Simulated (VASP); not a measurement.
# MgCd3O4 (Pm-3m) in VASP: single point with PBE

Aim: the single point of MgCd3O4 with PBE.

Program: VASP 6.6.1. These are calculated values, not measurements. Logs are shortened: lines on timing, memory, paths and dates and some standing lists are left out, and cuts for length are marked.

## (1) The cell of the first run

It takes space group Pm-3m (No. 221, cubic). Conventional cell: a = 4.681 Å, b = 4.681 Å, c = 4.681 Å, α = 90.00°, β = 90.00°, γ = 90.00°. Within 3.1 Å of Mg (site symmetry m-3m) lie 6 O at 2.34 Å. Cd (site symmetry 4/mmm) has 6 O at 2.34 Å within 3.1 Å. Within 3.1 Å of O (site symmetry 4/mmm) lie 2 Mg at 2.34 Å and 4 Cd at 2.34 Å. Within 3.1 Å of O (site symmetry m-3m) lie 6 Cd at 2.34 Å.

## (2) Single point, PBE, collinear spin, ferromagnetic start

The input, INCAR:

```
  PREC = Accurate
  ENCUT = 840
  EDIFF = 1E-6
  ISMEAR = 0
  SIGMA = 0.1
  LREAL = False
  LASPH = True
  NELM = 200
  ALGO = Normal
  ISIF = 2
  LWAVE = False
  LCHARG = False
  ISPIN = 2
  MAGMOM = 0 0 0 0 1 1 1 1
  LORBIT = 11
  GGA = PE
  NBANDS = 61
  GGA_COMPAT = False
```

The input, KPOINTS:

```
regular mesh
0
Gamma
  4 4 4
```

The input, POSCAR:

```
MgCd3O4
1.0
    4.6810743306      0.0000000000      0.0000000000
    0.0000000000      4.6810743306      0.0000000000
    0.0000000000      0.0000000000      4.6810743306
Mg Cd O
1 3 4
Direct
    0.5000000000      0.5000000000      0.5000000000
    0.5000000000      0.0000000000      0.0000000000
    0.0000000000      0.0000000000      0.5000000000
    0.0000000000      0.5000000000      0.0000000000
    0.0000000000      0.5000000000      0.5000000000
    0.5000000000      0.5000000000      0.0000000000
    0.0000000000      0.0000000000      0.0000000000
    0.5000000000      0.0000000000      0.5000000000
```

Potentials or basis: VASP PAW PBE potentials, release 64 (Mg_sv, Cd_sv_GW, O).

Started as:

```
> cat potpaw_PBE.64/Mg_sv/POTCAR potpaw_PBE.64/Cd_sv_GW/POTCAR potpaw_PBE.64/O/POTCAR > POTCAR
> mpirun -np 1 vasp_std > vasp.out
```

OUTCAR:

```text
PREC = Accurate
   ENCUT = 840
   EDIFF = 1E-6
   ISMEAR = 0
   LREAL = False
   LASPH = True
   NELM = 200
   ISIF = 2
   ISPIN = 2
   LORBIT = 11
   GGA = PE

 ion  position               nearest neighbor table
   1  0.500  0.500  0.500-
   2  0.500  0.000  0.000-
   3  0.000  0.000  0.500-
   4  0.000  0.500  0.000-
   5  0.000  0.500  0.500-
   6  0.500  0.500  0.000-
   7  0.000  0.000  0.000-
   8  0.500  0.000  0.500-

  LATTYP: Found a simple cubic cell.
 ALAT       =     4.6810743306

  Lattice vectors:

 A1 = (   4.6810743306,   0.0000000000,   0.0000000000)
 A2 = (   0.0000000000,   4.6810743306,   0.0000000000)
 A3 = (   0.0000000000,   0.0000000000,   4.6810743306)

Analysis of symmetry for initial positions (statically):
=====================================================================
 Subroutine PRICEL returns:
 Original cell was already a primitive cell.

 Routine SETGRP: Setting up the symmetry group for a
 simple cubic supercell.

 Subroutine GETGRP returns: Found 48 space group operations
 (whereof 48 operations were pure point group operations)
 out of a pool of 48 trial point group operations.

The static configuration has the point symmetry O_h .

Analysis of symmetry for dynamics (positions and initial velocities):
=====================================================================
 Subroutine PRICEL returns:
 Original cell was already a primitive cell.

 Routine SETGRP: Setting up the symmetry group for a
 simple cubic supercell.

 Subroutine GETGRP returns: Found 48 space group operations
 (whereof 48 operations were pure point group operations)
 out of a pool of 48 trial point group operations.

The dynamic configuration has the point symmetry O_h .

Analysis of structural, dynamic, and magnetic symmetry:
=====================================================================
 Subroutine PRICEL returns:
 Original cell was already a primitive cell.

 Routine SETGRP: Setting up the symmetry group for a
 simple cubic supercell.

 Subroutine GETGRP returns: Found 48 space group operations
 (whereof 48 operations were pure point group operations)
 out of a pool of 48 trial point group operations.

The overall configuration has the point symmetry O_h .

 Subroutine INISYM returns: Found 48 space group operations
 (whereof 48 operations are pure point group operations),
 and found     1 'primitive' translations

----------------------------------------------------------------------------------------

                                     Primitive cell

  volume of cell :     102.5738

  direct lattice vectors                    reciprocal lattice vectors
     4.681074331  0.000000000  0.000000000     0.213626174  0.000000000  0.000000000
     0.000000000  4.681074331  0.000000000     0.000000000  0.213626174  0.000000000
     0.000000000  0.000000000  4.681074331     0.000000000  0.000000000  0.213626174

  length of vectors
     4.681074331  4.681074331  4.681074331     0.213626174  0.213626174  0.213626174

  position of ions in fractional coordinates (direct lattice)
     0.500000000  0.500000000  0.500000000
     0.500000000  0.000000000  0.000000000
     0.000000000  0.000000000  0.500000000
     0.000000000  0.500000000  0.000000000
     0.000000000  0.500000000  0.500000000
     0.500000000  0.500000000  0.000000000
     0.000000000  0.000000000  0.000000000
     0.500000000  0.000000000  0.500000000

  ion indices of the primitive-cell ions
   primitive index   ion index
                 1           1
                 2           2
                 3           3
                 4           4
                 5           5
                 6           6
                 7           7
                 8           8

----------------------------------------------------------------------------------------

 KPOINTS: regular mesh

Automatic generation of k-mesh.
 Grid dimensions read from file:
 generate k-points for:    4    4    4

 Generating k-lattice:

  Cartesian coordinates                     Fractional coordinates (reciprocal lattice)
     0.053406544  0.000000000  0.000000000     0.250000000  0.000000000  0.000000000
     0.000000000  0.053406544  0.000000000     0.000000000  0.250000000  0.000000000
     0.000000000  0.000000000  0.053406544     0.000000000  0.000000000  0.250000000

  Length of vectors
     0.053406544  0.053406544  0.053406544

  Shift w.r.t. Gamma in fractional coordinates (k-lattice)
     0.000000000  0.000000000  0.000000000

 Subroutine IBZKPT returns following result:
 ===========================================

 Found     10 irreducible k-points:

 Following reciprocal coordinates:
            Coordinates               Weight
  0.000000  0.000000  0.000000      1.000000
  0.250000  0.000000  0.000000      6.000000
  0.500000  0.000000  0.000000      3.000000
  0.250000  0.250000  0.000000     12.000000
  0.500000  0.250000  0.000000     12.000000
  0.500000  0.500000  0.000000      3.000000
  0.250000  0.250000  0.250000      8.000000
  0.500000  0.250000  0.250000     12.000000
  0.500000  0.500000  0.250000      6.000000
  0.500000  0.500000  0.500000      1.000000
   k-points           NKPTS =     10   k-points in BZ     NKDIM =     10   number of bands    NBANDS=     61
   number of dos      NEDOS =    301   number of ions     NIONS =      8
   total plane-waves  NPLWV = 110592
   dimension x,y,z NGX =    48 NGY =   48 NGZ =   48
   dimension x,y,z NGXF=    96 NGYF=   96 NGZF=   96
   ions per type =               1   3   4
   NGX,Y,Z   is equivalent  to a cutoff of  17.05, 17.05, 17.05 a.u.
   NGXF,Y,Z  is equivalent  to a cutoff of  34.09, 34.09, 34.09 a.u.
 SYSTEM =  unknown system
   PREC   = accura    normal or accurate (medium, high low for compatibility)
   ISTART =      0    job   : 0-new  1-cont  2-samecut
   ICHARG =      2    charge: 1-file 2-atom 10-const
   ISPIN  =      2    spin polarized calculation?
   LNONCOLLINEAR =      F non collinear calculations
   LSORBIT =      F    spin-orbit coupling
   LASPH  =      T    aspherical Exc in radial PAW
   ENCUT  =  840.0 eV  61.74 Ry    7.86 a.u.  11.06 11.06 11.06*2*pi/ulx,y,z
   NELM   =    200;   NELMIN=  2; NELMDL= -5     # of ELM steps
   EDIFF  = 0.1E-05   stopping-criterion for ELM
   LREAL  =      F    real-space projection
   EDIFFG = 0.1E-04   stopping-criterion for IOM
   NSW    =      0    number of steps for IOM
   IBRION =     -1    ionic relax: 0-MD 1-quasi-New 2-CG
   NFREE  =      0    steps in history (QN), initial steepest desc. (CG)
   ISIF   =      2    stress and relaxation
   ISYM   =      2    0-nonsym 1-usesym 2-fastsym
   POTIM  = 0.5000    time-step for ionic-motion
   TEBEG  =    0.0;   TEEND  =   0.0 temperature during run
   PSTRESS=    0.0 pullay stress
   NELECT =      94.0000    total number of electrons
   NUPDOWN=      -1.0000    fix difference up-down
   EMIN   =  10.00;   EMAX   =-10.00  energy-range for DOS
   EFERMI =   0.00;   METHOD = LEGACY
   ISMEAR =     0;   SIGMA  =   0.10  broadening in eV -4-tet -1-fermi 0-gaus
   EFERMI_NEDOS =   21; number of points for ismear=-14 and -15
   IALGO  =     38    algorithm
   IMIX   =      4    mixing-type and parameters
     AMIX     =   0.40;   BMIX     =  1.00
     AMIX_MAG =   1.60;   BMIX_MAG =  1.00
  volume/ion in A,a.u.               =      12.82        86.53
  Fermi-wavevector in a.u.,A,eV,Ry     =   1.590152  3.004951 34.403456  2.528583
  Thomas-Fermi vector in A             =   2.688891
   LORBIT       =     11    0 simple, 1 ext, 2 COOP (PROOUT), +10 PAW based schemes
   GGA     = PE    functional components
   LHFCALC =     F    Hartree Fock is set to
   AEXX    =    0.0000 exact exchange contribution
   IVDW    =     0    specifies the selected vdW correction
   LEPSILON=     F    determine dielectric tensor
   LRPA    =     F    only Hartree local field effects (RPA)
 spin polarized calculation
 Gauss-broadening in eV      SIGMA  =   0.10
  energy-cutoff  :      840.00
  volume of cell :      102.57
 maximum number of plane-waves:      5702
 NGX is ok and might be reduce to    48
   NGX = 23   NGY = 23   NGZ = 23

 number of electron      94.0000018 magnetization      -0.0001533

 number of electron      94.0000018 magnetization       0.0000069

 Free energy of the ion-electron system (eV)
  ---------------------------------------------------
  ext. energy  EPLUGINS =         0.00000000
  ---------------------------------------------------
  free energy    TOTEN  =       -34.70527070 eV

  energy without entropy =      -34.70102679  energy(sigma->0) =      -34.70314874

 E-fermi :   4.4635     XC(G=0): -11.4620

 val. band max:        4.3968439030   @ k =   0.5000   0.5000   0.5000
 cond. band min:       5.9615952190   @ k =   0.2500   0.0000   0.0000
 fundamental gap:      1.5647513160
 Fermi energy:         4.4635150789

 spin component 1

 k-point     1 :       0.0000    0.0000    0.0000
  band No.  band energies     occupation
      1     -96.0889      1.00000
      2     -96.0878      1.00000
      3     -96.0878      1.00000
      4     -70.2524      1.00000
      5     -57.1847      1.00000
      6     -57.1847      1.00000
[... 51 lines left out ...]
     58      17.7847      0.00000
     59      17.7863      0.00000

 k-point     2 :       0.2500    0.0000    0.0000
  band No.  band energies     occupation
      1     -96.0888      1.00000
      2     -96.0880      1.00000
      3     -96.0878      1.00000
      4     -70.2524      1.00000
      5     -57.1838      1.00000
      6     -57.1838      1.00000
[... 491 lines left out ...]
      2     -96.0882      1.00000
      3     -96.0882      1.00000
      4     -70.2523      1.00000
      5     -57.1868      1.00000
      6     -57.1847      1.00000
[... 51 lines left out ...]
     58      16.2979      0.00000
     59      16.3159      0.00000
 Fermi energy:         4.4635150789

 spin component 2

 k-point     1 :       0.0000    0.0000    0.0000
  band No.  band energies     occupation
      1     -96.0889      1.00000
      2     -96.0878      1.00000
      3     -96.0878      1.00000
      4     -70.2524      1.00000
      5     -57.1847      1.00000
      6     -57.1847      1.00000
[... 51 lines left out ...]
     58      17.7847      0.00000
     59      17.7893      0.00000

 k-point     2 :       0.2500    0.0000    0.0000
  band No.  band energies     occupation
      1     -96.0888      1.00000
      2     -96.0880      1.00000
      3     -96.0878      1.00000
      4     -70.2524      1.00000
      5     -57.1838      1.00000
      6     -57.1838      1.00000
[... 491 lines left out ...]
      2     -96.0882      1.00000
      3     -96.0882      1.00000
      4     -70.2523      1.00000
      5     -57.1868      1.00000
      6     -57.1847      1.00000
[... 51 lines left out ...]
     58      16.2997      0.00000
     59      16.3180      0.00000
 [bands above 59 left out]

------------------------ aborting loop because EDIFF is reached ----------------------------------------

  FORCE on cell =-STRESS in cart. coord.  units (eV):
  Direction    XX          YY          ZZ          XY          YZ          ZX
  --------------------------------------------------------------------------------------
  -------------------------------------------------------------------------------------
  Total       -0.1390957     -0.1390957     -0.1390957      0.0000000     -0.0000000     -0.0000000
  in kB       -2.1726399     -2.1726399     -2.1726399      0.0000000     -0.0000000     -0.0000000
  external PRESSURE =      -2.1726399 kB  Pullay stress =       0.0000000 kB

 VOLUME and BASIS-vectors are now :
 -----------------------------------------------------------------------------
  energy-cutoff  :      840.00
  volume of cell :      102.57
      direct lattice vectors                 reciprocal lattice vectors
     4.681074331  0.000000000  0.000000000     0.213626174  0.000000000  0.000000000
     0.000000000  4.681074331  0.000000000     0.000000000  0.213626174  0.000000000
     0.000000000  0.000000000  4.681074331     0.000000000  0.000000000  0.213626174

 POSITION                                       TOTAL-FORCE (eV/Angst)
 -----------------------------------------------------------------------------------
      2.34054      2.34054      2.34054         0.000000      0.000000      0.000000
      2.34054      0.00000      0.00000         0.000000      0.000000      0.000000
      0.00000      0.00000      2.34054         0.000000      0.000000      0.000000
      0.00000      2.34054      0.00000         0.000000      0.000000      0.000000
      0.00000      2.34054      2.34054         0.000000      0.000000      0.000000
      2.34054      2.34054      0.00000         0.000000      0.000000      0.000000
      0.00000      0.00000      0.00000         0.000000      0.000000      0.000000
      2.34054      0.00000      2.34054         0.000000      0.000000      0.000000
 -----------------------------------------------------------------------------------
    total drift:                                0.000000      0.000000      0.000000

  FREE ENERGIE OF THE ION-ELECTRON SYSTEM (eV)
  ---------------------------------------------------
  free  energy   TOTEN  =       -34.7052707032 eV

  energy  without entropy=      -34.7010267857  energy(sigma->0) =      -34.70314874

 total charge

# of ion       s       p       d       f       tot
--------------------------------------------------
    1        2.057   5.974   0.019   0.000   8.050
    2        2.208   6.162   9.258   0.014  17.641
    3        2.208   6.162   9.258   0.014  17.641
    4        2.208   6.162   9.258   0.014  17.641
    5        1.561   3.378   0.000   0.000   4.939
    6        1.561   3.378   0.000   0.000   4.939
    7        1.570   3.367   0.000   0.000   4.937
    8        1.561   3.378   0.000   0.000   4.939
--------------------------------------------------
tot         14.933  37.959  27.791   0.042  80.726

 magnetization (x)

# of ion       s       p       d       f       tot
--------------------------------------------------
    1        0.000   0.000   0.000   0.000   0.000
    2        0.000   0.000  -0.000  -0.000  -0.000
    3        0.000   0.000  -0.000  -0.000  -0.000
    4        0.000   0.000  -0.000  -0.000  -0.000
    5        0.000  -0.000   0.000   0.000  -0.000
    6        0.000  -0.000   0.000   0.000  -0.000
    7        0.000   0.000   0.000   0.000   0.000
    8        0.000  -0.000   0.000   0.000  -0.000
--------------------------------------------------
tot          0.000   0.000  -0.000  -0.000  -0.000
```

It took 5.9 min on 1 thread of Intel Xeon Platinum 8259CL at 2.50GHz (Skylake/Cascade Lake), shared host; peak memory 0.53 GiB.

Results:

| Property | Result |
| --- | --- |
| Free energy | -34.7053 eV |
| Pressure | -0.2 GPa |
| Band gap on the k mesh | zero (filled and empty bands overlap) |
| Net moment | 0.00 μB per cell |
| Valence electrons inside the program's atomic spheres | Mg 8.05; Cd 17.64; O 4.94 |

Caveat: semilocal functionals underestimate gaps, and a narrow one can read as zero.

The gap in the log of VASP goes by the Fermi energy; the results here count the filled bands.